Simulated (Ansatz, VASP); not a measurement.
One calculation of SnTe3, two programs

INCAR

```
SYSTEM = SnTe3
PREC = Accurate ; ENCUT = 600
EDIFF = 1E-7 ; ISMEAR = 0
SIGMA = 0.1 ; LREAL = .False.
LASPH = .True. ; NELM = 80
ALGO = Normal ; ISIF = 3
LWAVE = .False. ; LCHARG = .False.
GGA = PE ; IBRION = 2
NSW = 90 ; EDIFFG = -0.04
```

File KPOINTS:

```
regular mesh
0
Gamma
  4 4 4
  0 0 0
```

POSCAR

```
SnTe3
1.0
    0.0000000000      4.1529587000      4.1529587000
    4.1529587000      0.0000000000      4.1529587000
    4.1529587000      4.1529587000      0.0000000000
Sn Te
1 3
Direct
    0.0000000000      0.0000000000      0.0000000000
    0.5000000000      0.5000000000      0.5000000000
    0.7500000000      0.7500000000      0.7500000000
    0.2500000000      0.2500000000      0.2500000000
```

Input for Ansatz:

```yaml
crystal:
  lattice:
    - [0.0, 4.1529587, 4.1529587]
    - [4.1529587, 0.0, 4.1529587]
    - [4.1529587, 4.1529587, 0.0]
  atoms:
    - { symbol: Sn, position: [0.0, 0.0, 0.0] }
    - { symbol: Te, position: [0.5, 0.5, 0.5] }
    - { symbol: Te, position: [0.75, 0.75, 0.75] }
    - { symbol: Te, position: [0.25, 0.25, 0.25] }
basis:
  ecutwfc: 420
kpoints:
  mp_grid: { grid: [4, 4, 4] }
hamiltonian:
  xc: pbe
scf:
  occupations: { method: gaussian, width: 0.1 }
  lower_state_search: "off"
output:
  forces: true
  stress: true
  eigenvalues: true
relax:
  adjacent_minimum: "off"
  f_tol: 0.04
  max_steps: 70
  cell: { stress_tol: 0.4 }
```

Alike in both runs: task relaxation of cell and atoms; functional PBE; k mesh 4 × 4 × 4; occupations gaussian, width 0.1 eV; no spin polarisation.

|  | VASP | Ansatz |
| --- | --- | --- |
| version | VASP 6.6.1 | Ansatz 0.2.0 |
| potentials or method | VASP PAW PBE potentials, release 64 (Sn_d, Te), cutoff 600 eV | scalar-relativistic, plane waves, PAW |
| valence electrons in the cell | 32 | 62 |

|  | VASP | Ansatz | Ansatz less VASP |
| --- | --- | --- | --- |
| gap on the k mesh at the Fermi level, each at its own relaxed structure (eV) | none | none | - |
| relaxed volume (Å³/atom) | 29.02 | 29.05 | +0.027 |
| relaxed length of the cell vector where the two differ most in proportion (Å) | 5.475 | 5.477 | +0.0017 |

A gap of «none» marks a metal or a gap that the smearing closes. VASP's potentials hold 32 valence electrons a cell and Ansatz's 62, so a difference there can come from the potentials and not from the codes.

Spin-orbit coupling is off throughout. Noted on VASP's run: the volume moved by over 15 % at a fixed basis, so the end points are rough.
